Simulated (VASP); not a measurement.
# HCl (I4/mmm) in VASP: notebook

The runs below take HCl through single point, with LDA, r2SCAN.

Program: VASP 6.6.1. These are calculated values, not measurements. Logs are shortened: lines on timing, memory, paths and dates and some standing lists are left out, and cuts for length are marked.

## 1. The cell of the first run

Symmetry: I4/mmm, No. 139, tetragonal system. The conventional cell has a = 4.820 Å, b = 4.820 Å, c = 3.061 Å, α = 90.00°, β = 90.00°, γ = 90.00°. Within 2.0 Å of H (site symmetry 4/mmm) lie 2 Cl at 1.53 Å. Within 2.0 Å of Cl (site symmetry 4/mmm) lie 2 H at 1.53 Å.

## 2. Single point, LDA

File INCAR:

```
SYSTEM = HCl
PREC = Accurate
ENCUT = 520
EDIFF = 1E-6
ISMEAR = 0
SIGMA = 0.01
LREAL = .False.
LASPH = .True.
NELM = 80
ALGO = Normal
ISIF = 2
LWAVE = .False.
LCHARG = .False.
GGA = CA
NBANDS = 11
```

File KPOINTS:

```
Automatic mesh
0
Gamma
  6 6 6
  0 0 0
```

File POSCAR:

```
HCl
1.0
    0.0000000000      3.4081898358      3.4083410983
    1.5304107753      0.0000000000      3.4083410983
    1.5304107753      3.4081898358      0.0000000000
H Cl
1 1
Direct
    0.0000000000      0.0000000000      0.0000000000
    0.5000000000      0.5000000000      0.5000000000
```

Potentials or basis: VASP PAW LDA potentials, release 64 (H, Cl).

Launch:

```bash
$ cat potpaw_LDA.64/H/POTCAR potpaw_LDA.64/Cl/POTCAR > POTCAR
$ mpirun -np 1 vasp_std > vasp.out
```

OUTCAR:

```text
SYSTEM = HCl
   PREC = Accurate
   ENCUT = 520
   EDIFF = 1E-6
   ISMEAR = 0
   LREAL = .False.
   LASPH = .True.
   NELM = 80
   ISIF = 2
   GGA = CA

 ion  position               nearest neighbor table
   1  0.000  0.000  0.000-   2 1.53   2 1.53
   2  0.500  0.500  0.500-   1 1.53   1 1.53

  LATTYP: Found a face centered orthorhombic cell.
 ALAT       =     3.0608215506
 B/A-ratio  =     2.2269771559
 C/A-ratio  =     2.2270759938

  Lattice vectors:

 A1 = (   0.0000000000,   3.4081898358,   3.4083410983)
 A2 = (   1.5304107753,   0.0000000000,   3.4083410983)
 A3 = (   1.5304107753,   3.4081898358,   0.0000000000)

Analysis of symmetry for initial positions (statically):
=====================================================================
 Subroutine PRICEL returns:
 Original cell was already a primitive cell.

 Routine SETGRP: Setting up the symmetry group for a
 face centered orthorhombic supercell.

 Subroutine GETGRP returns: Found  8 space group operations
 (whereof  8 operations were pure point group operations)
 out of a pool of  8 trial point group operations.

The static configuration has the point symmetry D_2h.

Analysis of symmetry for dynamics (positions and initial velocities):
=====================================================================
 Subroutine PRICEL returns:
 Original cell was already a primitive cell.

 Routine SETGRP: Setting up the symmetry group for a
 face centered orthorhombic supercell.

 Subroutine GETGRP returns: Found  8 space group operations
 (whereof  8 operations were pure point group operations)
 out of a pool of  8 trial point group operations.

The dynamic configuration has the point symmetry D_2h.

 Subroutine INISYM returns: Found  8 space group operations
 (whereof  8 operations are pure point group operations),
 and found     1 'primitive' translations

----------------------------------------------------------------------------------------

                                     Primitive cell

  volume of cell :      35.5553

  direct lattice vectors                    reciprocal lattice vectors
     0.000000000  3.408189836  3.408341098    -0.326709670  0.146705443  0.146698932
     1.530410775  0.000000000  3.408341098     0.326709670 -0.146705443  0.146698932
     1.530410775  3.408189836  0.000000000     0.326709670  0.146705443 -0.146698932

  length of vectors
     4.820015249  3.736167312  3.736029322     0.387017148  0.387017148  0.387017148

  position of ions in fractional coordinates (direct lattice)
     0.000000000  0.000000000  0.000000000
     0.500000000  0.500000000  0.500000000

  ion indices of the primitive-cell ions
   primitive index   ion index
                 1           1
                 2           2

----------------------------------------------------------------------------------------

 KPOINTS: Automatic mesh

Automatic generation of k-mesh.
 Grid dimensions read from file:
 generate k-points for:    6    6    6

 Generating k-lattice:

  Cartesian coordinates                     Fractional coordinates (reciprocal lattice)
    -0.054451612  0.024450907  0.024449822     0.166666667  0.000000000  0.000000000
     0.054451612 -0.024450907  0.024449822     0.000000000  0.166666667  0.000000000
     0.054451612  0.024450907 -0.024449822    -0.000000000 -0.000000000  0.166666667

  Length of vectors
     0.064502858  0.064502858  0.064502858

  Shift w.r.t. Gamma in fractional coordinates (k-lattice)
     0.000000000  0.000000000  0.000000000

 Subroutine IBZKPT returns following result:
 ===========================================

 Found     46 irreducible k-points:

 Following reciprocal coordinates:
            Coordinates               Weight
  0.000000  0.000000  0.000000      1.000000
  0.166667  0.000000  0.000000      8.000000
  0.333333 -0.000000  0.000000      8.000000
  0.500000  0.000000  0.000000      4.000000
  0.166667  0.166667  0.000000      2.000000
  0.333333  0.166667  0.000000      8.000000
[... 16 lines left out ...]
 -0.166667  0.166667  0.166667      8.000000
  0.500000  0.333333  0.166667      4.000000
 [... further k-points ...]
   k-points           NKPTS =     46   k-points in BZ     NKDIM =     46   number of bands    NBANDS=     11
   number of dos      NEDOS =    301   number of ions     NIONS =      2
   total plane-waves  NPLWV =  28224
   dimension x,y,z NGX =    36 NGY =   28 NGZ =   28
   dimension x,y,z NGXF=    72 NGYF=   56 NGZF=   56
   ions per type =               1   1
   NGX,Y,Z   is equivalent  to a cutoff of  12.42, 12.46, 12.46 a.u.
   NGXF,Y,Z  is equivalent  to a cutoff of  24.83, 24.92, 24.92 a.u.
 SYSTEM =  HCl
   PREC   = accura    normal or accurate (medium, high low for compatibility)
   ISTART =      0    job   : 0-new  1-cont  2-samecut
   ICHARG =      2    charge: 1-file 2-atom 10-const
   ISPIN  =      1    spin polarized calculation?
   LNONCOLLINEAR =      F non collinear calculations
   LSORBIT =      F    spin-orbit coupling
   LASPH  =      T    aspherical Exc in radial PAW
   ENCUT  =  520.0 eV  38.22 Ry    6.18 a.u.   8.96  6.95  6.95*2*pi/ulx,y,z
   NELM   =     80;   NELMIN=  2; NELMDL= -5     # of ELM steps
   EDIFF  = 0.1E-05   stopping-criterion for ELM
   LREAL  =      F    real-space projection
   EDIFFG = 0.1E-04   stopping-criterion for IOM
   NSW    =      0    number of steps for IOM
   IBRION =     -1    ionic relax: 0-MD 1-quasi-New 2-CG
   NFREE  =      0    steps in history (QN), initial steepest desc. (CG)
   ISIF   =      2    stress and relaxation
   ISYM   =      2    0-nonsym 1-usesym 2-fastsym
   POTIM  = 0.5000    time-step for ionic-motion
   TEBEG  =    0.0;   TEEND  =   0.0 temperature during run
   PSTRESS=    0.0 pullay stress
   NELECT =       8.0000    total number of electrons
   NUPDOWN=      -1.0000    fix difference up-down
   EMIN   =  10.00;   EMAX   =-10.00  energy-range for DOS
   EFERMI =   0.00;   METHOD = LEGACY
   ISMEAR =     0;   SIGMA  =   0.01  broadening in eV -4-tet -1-fermi 0-gaus
   EFERMI_NEDOS =   21; number of points for ismear=-14 and -15
   IALGO  =     38    algorithm
   IMIX   =      4    mixing-type and parameters
     AMIX     =   0.40;   BMIX     =  1.00
     AMIX_MAG =   1.60;   BMIX_MAG =  1.00
  volume/ion in A,a.u.               =      17.78       119.97
  Fermi-wavevector in a.u.,A,eV,Ry     =   0.995718  1.881635 13.489567  0.991455
  Thomas-Fermi vector in A             =   2.127758
   LORBIT       =      0    0 simple, 1 ext, 2 COOP (PROOUT), +10 PAW based schemes
   GGA     = CA    functional components
   LHFCALC =     F    Hartree Fock is set to
   AEXX    =    0.0000 exact exchange contribution
   IVDW    =     0    specifies the selected vdW correction
   LEPSILON=     F    determine dielectric tensor
   LRPA    =     F    only Hartree local field effects (RPA)
 non-spin polarized calculation
 Gauss-broadening in eV      SIGMA  =   0.01
  energy-cutoff  :      520.00
  volume of cell :       35.56
 maximum number of plane-waves:       970
   NGX = 17   NGY = 13   NGZ = 13

 number of electron       7.9999999 magnetization

 Free energy of the ion-electron system (eV)
  ---------------------------------------------------
  ext. energy  EPLUGINS =         0.00000000
  ---------------------------------------------------
  free energy    TOTEN  =        -6.17753591 eV

  energy without entropy =       -6.17753591  energy(sigma->0) =       -6.17753591

 E-fermi :  -1.9717     XC(G=0):  -8.0497

 val. band max:       -2.0943722222   @ k =   0.5000  -0.3333   0.1667
 cond. band min:       0.5524999051   @ k =   0.0000   0.5000   0.5000
 fundamental gap:      2.6468721272
 Fermi energy:        -1.9716866822

 k-point     1 :       0.0000    0.0000    0.0000
  band No.  band energies     occupation
      1     -16.7087      2.00000
      2      -2.5418      2.00000
      3      -2.3654      2.00000
      4      -2.3651      2.00000
      5       1.0881      0.00000
      6       4.5561      0.00000
      7       8.6460      0.00000
      8      14.2423      0.00000
      9      14.2426      0.00000
     10      15.3861      0.00000
     11      15.4393      0.00000

 k-point     2 :       0.1667    0.0000    0.0000
  band No.  band energies     occupation
      1     -16.3567      2.00000
      2      -5.1719      2.00000
      3      -2.4329      2.00000
      4      -2.3721      2.00000
      5       4.2989      0.00000
      6       5.4133      0.00000
      7       9.0720      0.00000
      8      11.1498      0.00000
      9      11.5108      0.00000
     10      14.4882      0.00000
     11      17.3996      0.00000

 k-point     3 :       0.3333   -0.0000    0.0000
  band No.  band energies     occupation
      1     -15.4476      2.00000
      2      -8.1881      2.00000
      3      -2.4716      2.00000
      4      -2.3560      2.00000
      5       6.2683      0.00000
      6       7.9661      0.00000
      7       9.3876      0.00000
      8       9.8891      0.00000
      9      12.4591      0.00000
     10      13.2327      0.00000
     11      15.3412      0.00000

 k-point     4 :       0.5000    0.0000    0.0000
  band No.  band energies     occupation
      1     -14.7829      2.00000
      2      -9.5803      2.00000
      3      -2.4468      2.00000
      4      -2.3323      2.00000
      5       5.9876      0.00000
      6       7.1686      0.00000
      7      11.0390      0.00000
      8      12.6946      0.00000
      9      13.2340      0.00000
     10      14.7777      0.00000
     11      15.2246      0.00000
[... 239 lines left out ...]
 k-point    22 :      -0.3333    0.1667    0.1667
  band No.  band energies     occupation
      1     -15.2699      2.00000
      2      -8.3474      2.00000
      3      -2.9074      2.00000
      4      -2.8032      2.00000
      5       6.9286      0.00000
      6       8.3356      0.00000
      7       8.9801      0.00000
      8       9.8728      0.00000
      9      13.0648      0.00000
     10      15.5491      0.00000
     11      15.9448      0.00000

 k-point    23 :      -0.1667    0.1667    0.1667
  band No.  band energies     occupation
      1     -14.7930      2.00000
      2      -9.5663      2.00000
      3      -2.3883      2.00000
      4      -2.3592      2.00000
      5       6.9744      0.00000
      6       7.6969      0.00000
      7       9.2167      0.00000
      8      10.2475      0.00000
      9      12.7634      0.00000
     10      13.2390      0.00000
     11      17.4998      0.00000

 k-point    24 :       0.5000    0.3333    0.1667
  band No.  band energies     occupation
      1     -16.4654      2.00000
      2      -3.8656      2.00000
      3      -2.7417      2.00000
      4      -2.6867      2.00000
      5       0.8266      0.00000
      6       7.1676      0.00000
      7       9.6187      0.00000
      8      11.6710      0.00000
      9      14.1491      0.00000
     10      15.8575      0.00000
     11      16.6557      0.00000

 [... further k-points ...]

------------------------ aborting loop because EDIFF is reached ----------------------------------------

  FORCE on cell =-STRESS in cart. coord.  units (eV):
  Direction    XX          YY          ZZ          XY          YZ          ZX
  --------------------------------------------------------------------------------------
  -------------------------------------------------------------------------------------
  Total       -0.0427597     -0.1396122     -0.1397042     -0.0000000      0.0000000      0.0000000
  in kB       -1.9268181     -6.2911388     -6.2952803     -0.0000000      0.0000000      0.0000000
  external PRESSURE =      -4.8377457 kB  Pullay stress =       0.0000000 kB

 VOLUME and BASIS-vectors are now :
 -----------------------------------------------------------------------------
  energy-cutoff  :      520.00
  volume of cell :       35.56
      direct lattice vectors                 reciprocal lattice vectors
     0.000000000  3.408189836  3.408341098    -0.326709670  0.146705443  0.146698932
     1.530410775  0.000000000  3.408341098     0.326709670 -0.146705443  0.146698932
     1.530410775  3.408189836  0.000000000     0.326709670  0.146705443 -0.146698932

 POSITION                                       TOTAL-FORCE (eV/Angst)
 -----------------------------------------------------------------------------------
      0.00000      0.00000      0.00000        -0.000000     -0.000000      0.000000
      1.53041      3.40819      3.40834         0.000000      0.000000      0.000000
 -----------------------------------------------------------------------------------
    total drift:                                0.000000      0.000000      0.000000

  FREE ENERGIE OF THE ION-ELECTRON SYSTEM (eV)
  ---------------------------------------------------
  free  energy   TOTEN  =        -6.1775359123 eV

  energy  without entropy=       -6.1775359123  energy(sigma->0) =       -6.17753591
```

It took 6.5 s on 1 thread of Intel Xeon Platinum 8559C (Emerald Rapids), shared host; peak memory 0.15 GiB.

Results:

```
Free energy            : -6.1775 eV
Pressure               : -0.5 GPa
Band gap on the k mesh : 2.65 eV, indirect (least direct gap 3.00 eV)
```

Levels at points of the mesh, in eV from the valence-band top:
```tsv
k point	band 2	band 3	band 4	band 5	band 6	band 7
(0.00, 0.00, 0.00)	-0.45	-0.27	-0.27	3.18	6.65	10.74
(0.50, 0.00, 0.00)	-7.49	-0.35	-0.24	8.08	9.26	13.13
(0.50, 0.50, 0.00)	-2.29	-0.59	-0.08	2.93	9.95	11.11
(0.50, 0.00, 0.50)	-2.29	-0.59	-0.08	2.93	9.95	11.12
(0.00, 0.50, 0.50)	-1.80	-1.80	-0.74	2.65	7.80	14.83
```

A k mesh can miss the band edges.

## 3. Single point, r2SCAN

POSCAR is that of step 2.

File INCAR.step1:

```
ALGO = Normal
EDIFF = 1E-4
ENCUT = 520
GGA = PE
ISMEAR = 0
LASPH = T
LCHARG = F
LREAL = F
LWAVE = T
NBANDS = 11
NELM = 60
PREC = Accurate
SIGMA = 0.01
```

File INCAR.step2:

```
ALGO = Normal
EDIFF = 1E-6
ENCUT = 520
ISIF = 2
ISMEAR = 0
ISTART = 1
LASPH = T
LCHARG = F
LMIXTAU = T
LREAL = F
LWAVE = F
METAGGA = R2SCAN
NBANDS = 11
NELM = 60
PREC = Accurate
SIGMA = 0.01
```

File KPOINTS:

```
k-points
0
Gamma
  6 6 6
```

Potentials or basis: VASP PAW PBE potentials, release 64 (H, Cl).

Launch:

```bash
$ cat potpaw_PBE.64/H/POTCAR potpaw_PBE.64/Cl/POTCAR > POTCAR
$ cp INCAR.step1 INCAR
$ mpirun -np 1 vasp_std > vasp.out
$ cp INCAR.step2 INCAR
$ mpirun -np 1 vasp_std > vasp.out
```

Run time: 41 s. Hardware: 1 thread of Intel Xeon Platinum 8559C (Emerald Rapids), shared host; peak memory 0.17 GiB.

It converged, with:

| Property | Result |
| --- | --- |
| Free energy | -9.9404 eV |
| Pressure | 0.4 GPa |
| Band gap on the k mesh | 2.98 eV, indirect (least direct gap 3.33 eV) |

Stress tensor (GPa, compression positive):
```
0.10 0.00 0.00
0.00 0.51 0.00
0.00 0.00 0.51
```

Levels at points of the mesh, in eV from the valence-band top:
| k point | band 2 | band 3 | band 4 | band 5 | band 6 | band 7 |
| --- | --- | --- | --- | --- | --- | --- |
| (0.00, 0.00, 0.00) | -0.36 | -0.27 | -0.27 | 3.49 | 7.78 | 11.86 |
| (0.50, 0.00, 0.00) | -7.75 | -0.34 | -0.23 | 9.12 | 10.31 | 14.45 |
| (0.50, 0.50, 0.00) | -2.22 | -0.50 | -0.08 | 3.25 | 11.17 | 12.27 |
| (0.50, 0.00, 0.50) | -2.22 | -0.50 | -0.08 | 3.25 | 11.17 | 12.27 |
| (0.00, 0.50, 0.50) | -1.75 | -1.75 | -0.66 | 2.98 | 8.72 | 16.41 |

Caveat: the PAW data sets were made with another functional, which shifts forces and pressure a little. A k mesh can miss the band edges.
